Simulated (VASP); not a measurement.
# MgO (Fm-3m) in VASP: a series of runs

The runs below take MgO through single point, with PBEsol.

Everything below comes from runs of VASP 6.6.1. Logs are shortened: lines on timing, memory, paths and dates and some standing lists are left out, and cuts for length are marked.

**Experimental background.**

“Electronic structure of alkaline earth and post-transition metal oxides”, 2009, arxiv:0908.1581 quotes, for a bulk crystal of MgO: band gap 7.83 eV.

The runs below are set against these values where they give the same quantity.

### 1 The cell of the first run

Symmetry: Fm-3m, No. 225, cubic system. Conventional cell: a = 4.214 Å, b = 4.214 Å, c = 4.214 Å, α = 90.00°, β = 90.00°, γ = 90.00°. Within 2.8 Å of Mg (site symmetry m-3m) lie 6 O at 2.11 Å. Within 2.8 Å of O (site symmetry m-3m) lie 6 Mg at 2.11 Å.

### 2 Single point, PBEsol

File INCAR:

```
SYSTEM = MgO
ALGO     = Normal         ! electronic algorithm
EDIFF    = 1E-6           ! SCF threshold, eV
ENCUT    = 520            ! plane-wave cutoff, eV
GGA      = PS             ! functional
ISIF     = 2              ! what is computed and relaxed
ISMEAR   = 0              ! smearing method
LASPH    = .TRUE.         ! aspherical terms in the spheres
LCHARG   = .FALSE.        ! write CHGCAR
LREAL    = .FALSE.        ! projectors in reciprocal space
LWAVE    = .FALSE.        ! write WAVECAR
NBANDS   = 11             ! bands
NELM     = 60             ! most SCF steps
PREC     = Accurate       ! precision mode
SIGMA    = 0.05           ! smearing width, eV
```

File KPOINTS:

```
k-points
0
G
  10 10 10
  0 0 0
```

File POSCAR:

```
MgO
1.0
    0.0000000000      2.1071057207      2.1071057207
    2.1071057207      0.0000000000      2.1071057207
    2.1071057207      2.1071057207      0.0000000000
Mg O
1 1
Direct
    0.0000000000      0.0000000000      0.0000000000
    0.5000000000      0.5000000000      0.5000000000
```

Potentials or basis: VASP PAW PBE potentials, release 64 (Mg, O).

The run is started by

```sh
cat potpaw_PBE.64/Mg/POTCAR potpaw_PBE.64/O/POTCAR > POTCAR
mpirun -np 1 vasp_std > vasp.out
```

OUTCAR:

```text
SYSTEM = MgO
   EDIFF = 1E-6
   ENCUT = 520
   GGA = PS
   ISIF = 2
   ISMEAR = 0
   LASPH = .TRUE.
   LREAL = .FALSE.
   NELM = 60
   PREC = Accurate

 ion  position               nearest neighbor table
   1  0.000  0.000  0.000-   2 2.11   2 2.11   2 2.11   2 2.11   2 2.11   2 2.11
   2  0.500  0.500  0.500-   1 2.11   1 2.11   1 2.11   1 2.11   1 2.11   1 2.11

  LATTYP: Found a face centered cubic cell.
 ALAT       =     4.2142114414

  Lattice vectors:

 A1 = (   0.0000000000,   2.1071057207,   2.1071057207)
 A2 = (   2.1071057207,   0.0000000000,   2.1071057207)
 A3 = (   2.1071057207,   2.1071057207,   0.0000000000)

Analysis of symmetry for initial positions (statically):
=====================================================================
 Subroutine PRICEL returns:
 Original cell was already a primitive cell.

 Routine SETGRP: Setting up the symmetry group for a
 face centered cubic supercell.

 Subroutine GETGRP returns: Found 48 space group operations
 (whereof 48 operations were pure point group operations)
 out of a pool of 48 trial point group operations.

The static configuration has the point symmetry O_h .

Analysis of symmetry for dynamics (positions and initial velocities):
=====================================================================
 Subroutine PRICEL returns:
 Original cell was already a primitive cell.

 Routine SETGRP: Setting up the symmetry group for a
 face centered cubic supercell.

 Subroutine GETGRP returns: Found 48 space group operations
 (whereof 48 operations were pure point group operations)
 out of a pool of 48 trial point group operations.

The dynamic configuration has the point symmetry O_h .

 Subroutine INISYM returns: Found 48 space group operations
 (whereof 48 operations are pure point group operations),
 and found     1 'primitive' translations

----------------------------------------------------------------------------------------

                                     Primitive cell

  volume of cell :      18.7107

  direct lattice vectors                    reciprocal lattice vectors
     0.000000000  2.107105721  2.107105721    -0.237292318  0.237292318  0.237292318
     2.107105721  0.000000000  2.107105721     0.237292318 -0.237292318  0.237292318
     2.107105721  2.107105721  0.000000000     0.237292318  0.237292318 -0.237292318

  length of vectors
     2.979897488  2.979897488  2.979897488     0.411002350  0.411002350  0.411002350

  position of ions in fractional coordinates (direct lattice)
     0.000000000  0.000000000  0.000000000
     0.500000000  0.500000000  0.500000000

[... 81 lines left out ...]
   NFREE  =      0    steps in history (QN), initial steepest desc. (CG)
   ISIF   =      2    stress and relaxation
   ISYM   =      2    0-nonsym 1-usesym 2-fastsym
   POTIM  = 0.5000    time-step for ionic-motion
   TEBEG  =    0.0;   TEEND  =   0.0 temperature during run
   PSTRESS=    0.0 pullay stress
   NELECT =       8.0000    total number of electrons
   NUPDOWN=      -1.0000    fix difference up-down
   EMIN   =  10.00;   EMAX   =-10.00  energy-range for DOS
   EFERMI =   0.00;   METHOD = LEGACY
   ISMEAR =     0;   SIGMA  =   0.05  broadening in eV -4-tet -1-fermi 0-gaus
   EFERMI_NEDOS =   21; number of points for ismear=-14 and -15
   IALGO  =     38    algorithm
   IMIX   =      4    mixing-type and parameters
     AMIX     =   0.40;   BMIX     =  1.00
     AMIX_MAG =   1.60;   BMIX_MAG =  1.00
  volume/ion in A,a.u.               =       9.36        63.13
  Fermi-wavevector in a.u.,A,eV,Ry     =   1.233318  2.330634 20.695468  1.521074
  Thomas-Fermi vector in A             =   2.368053
   LORBIT       =      0    0 simple, 1 ext, 2 COOP (PROOUT), +10 PAW based schemes
   GGA     = PS    functional components
   LHFCALC =     F    Hartree Fock is set to
   AEXX    =    0.0000 exact exchange contribution
   IVDW    =     0    specifies the selected vdW correction
   LEPSILON=     F    determine dielectric tensor
   LRPA    =     F    only Hartree local field effects (RPA)
 non-spin polarized calculation
 Gauss-broadening in eV      SIGMA  =   0.05
  energy-cutoff  :      520.00
  volume of cell :       18.71
 maximum number of plane-waves:       531
 NGX is ok and might be reduce to    24

 number of electron       8.0000005 magnetization

 Free energy of the ion-electron system (eV)
  ---------------------------------------------------
  ext. energy  EPLUGINS =         0.00000000
  ---------------------------------------------------
  free energy    TOTEN  =       -12.51246905 eV

  energy without entropy =      -12.51246905  energy(sigma->0) =      -12.51246905

 E-fermi :   3.2910     XC(G=0): -11.3030

 val. band max:        3.0558527433   @ k =   0.0000   0.0000   0.0000
 cond. band min:       7.6753429517   @ k =   0.0000   0.0000   0.0000
 fundamental gap:      4.6194902084
 Fermi energy:         3.2909959232

 k-point     1 :       0.0000    0.0000    0.0000
  band No.  band energies     occupation
      1     -14.1421      2.00000
      2       3.0559      2.00000
      3       3.0559      2.00000
      4       3.0559      2.00000
      5       7.6753      0.00000
      6      18.6792      0.00000
      7      18.6792      0.00000
      8      18.6792      0.00000
      9      22.5178      0.00000
     10      24.3996      0.00000
     11      24.3996      0.00000
[... 309 lines left out ...]
 k-point    24 :       0.4000    0.3000    0.0000
  band No.  band energies     occupation
      1     -12.8792      2.00000
      2      -0.5664      2.00000
      3       1.7349      2.00000
      4       1.9582      2.00000
      5      12.5079      0.00000
      6      13.0559      0.00000
      7      16.5191      0.00000
      8      21.0808      0.00000
      9      21.2850      0.00000
     10      27.7997      0.00000
     11      29.9182      0.00000

 [... further k-points ...]
[... 5 lines left out ...]
  --------------------------------------------------------------------------------------
  -------------------------------------------------------------------------------------
  Total       -0.0611645     -0.0611645     -0.0611645      0.0000000     -0.0000000      0.0000000
  in kB       -5.2374674     -5.2374674     -5.2374674      0.0000000     -0.0000000      0.0000000
  external PRESSURE =      -5.2374674 kB  Pullay stress =       0.0000000 kB

 VOLUME and BASIS-vectors are now :
 -----------------------------------------------------------------------------
  energy-cutoff  :      520.00
  volume of cell :       18.71
      direct lattice vectors                 reciprocal lattice vectors
     0.000000000  2.107105721  2.107105721    -0.237292318  0.237292318  0.237292318
     2.107105721  0.000000000  2.107105721     0.237292318 -0.237292318  0.237292318
     2.107105721  2.107105721  0.000000000     0.237292318  0.237292318 -0.237292318

 POSITION                                       TOTAL-FORCE (eV/Angst)
 -----------------------------------------------------------------------------------
      0.00000      0.00000      0.00000        -0.000000     -0.000000      0.000000
      2.10711      2.10711      2.10711         0.000000      0.000000      0.000000
 -----------------------------------------------------------------------------------
    total drift:                               -0.000000     -0.000000      0.000000

  FREE ENERGIE OF THE ION-ELECTRON SYSTEM (eV)
  ---------------------------------------------------
  free  energy   TOTEN  =       -12.5124690469 eV

  energy  without entropy=      -12.5124690469  energy(sigma->0) =      -12.51246905
```

Wall time 6.4 s (1 thread of Intel Xeon Platinum 8259CL at 2.50GHz (Skylake/Cascade Lake), shared host); peak memory 0.14 GiB.

What came out:

```
Free energy            : -12.5125 eV
Pressure               : -0.5 GPa
Band gap on the k mesh : 4.62 eV
```

Caveat: the PAW data sets were made with another functional, which shifts forces and pressure a little.

### 3 Single point, PBEsol

This run uses another cell than the first one: it holds 4 atoms, not 2.

File INCAR:

```
SYSTEM = MgO
  ALGO = Normal
  EDIFF = 1E-6
  ENCUT = 520
  GGA = PS
  ISIF = 2
  ISMEAR = 0
  ISYM = 0
  LASPH = .True.
  LCHARG = .True.
  LELF = .True.
  LREAL = .False.
  LVHAR = .True.
  LWAVE = .False.
  NBANDS = 16
  NELM = 100
  PREC = Accurate
  SIGMA = 0.05
```

File KPOINTS:

```
k-points
0
Gamma
  12 12 8
  0 0 0
```

File POSCAR:

```
MgO
1.0
    0.0000000000     -2.1071057207     -2.1071057207
   -2.1071057207      0.0000000000     -2.1071057207
    2.1071057207      2.1071057207     -4.2142114414
Mg O
2 2
Direct
    0.0000000000      0.0000000000      0.0000000000
    0.5000000000      0.5000000000      0.5000000000
    0.7500000000      0.7500000000      0.7500000000
    0.2500000000      0.2500000000      0.2500000000
```

Potentials or basis: VASP PAW PBE potentials, release 64 (Mg, O).

The run is started by

```sh
cat potpaw_PBE.64/Mg/POTCAR potpaw_PBE.64/O/POTCAR > POTCAR
mpirun -np 1 vasp_std > vasp.out
```

Wall time 3 min (1 thread of Intel Xeon Platinum 8259CL at 2.50GHz (Skylake/Cascade Lake), shared host); peak memory 0.42 GiB.

The run converged. Its results:

```
Free energy            : -25.0249 eV
Pressure               : -0.5 GPa
Band gap on the k mesh : 4.62 eV
```

Levels at points of the mesh, in eV from the valence-band top:
| k point | band 5 | band 6 | band 7 | band 8 | band 9 | band 10 | band 11 | band 12 |
| --- | --- | --- | --- | --- | --- | --- | --- | --- |
| (0.00, 0.00, 0.00) | -0.66 | 0.00 | 0.00 | 0.00 | 4.62 | 7.73 | 12.49 | 15.62 |
| (0.50, 0.00, 0.00) | -1.95 | -1.95 | -1.03 | -1.03 | 9.54 | 9.54 | 11.44 | 11.44 |
| (0.00, 0.50, 0.00) | -1.95 | -1.95 | -1.03 | -1.03 | 9.54 | 9.54 | 11.44 | 11.44 |
| (0.50, 0.50, 0.00) | -1.36 | -1.36 | -0.66 | -0.66 | 7.73 | 8.92 | 9.86 | 12.49 |
| (0.00, 0.00, 0.50) | -0.35 | -0.35 | -0.35 | -0.35 | 6.97 | 6.97 | 12.40 | 12.40 |
| (0.50, 0.00, 0.50) | -1.36 | -1.36 | -0.66 | -0.66 | 7.73 | 8.92 | 9.86 | 12.49 |
| (0.00, 0.50, 0.50) | -1.36 | -1.36 | -0.66 | -0.66 | 7.73 | 8.92 | 9.86 | 12.49 |
| (0.50, 0.50, 0.50) | -1.95 | -1.95 | -1.03 | -1.03 | 9.54 | 9.54 | 11.44 | 11.44 |

Caveat: the PAW data sets were made with another functional, which shifts forces and pressure a little.

### 4 Comparison with measurements

Step 2. Measured gap of MgO: 7.83 eV (quoted in “Electronic structure of alkaline earth and post-transition metal oxides”, 2009, arxiv:0908.1581). This calculation gives 4.62 eV (-3.21 eV). The value is that of PBEsol, without temperature or zero-point motion. Semilocal functionals fall short of measured gaps as a rule.
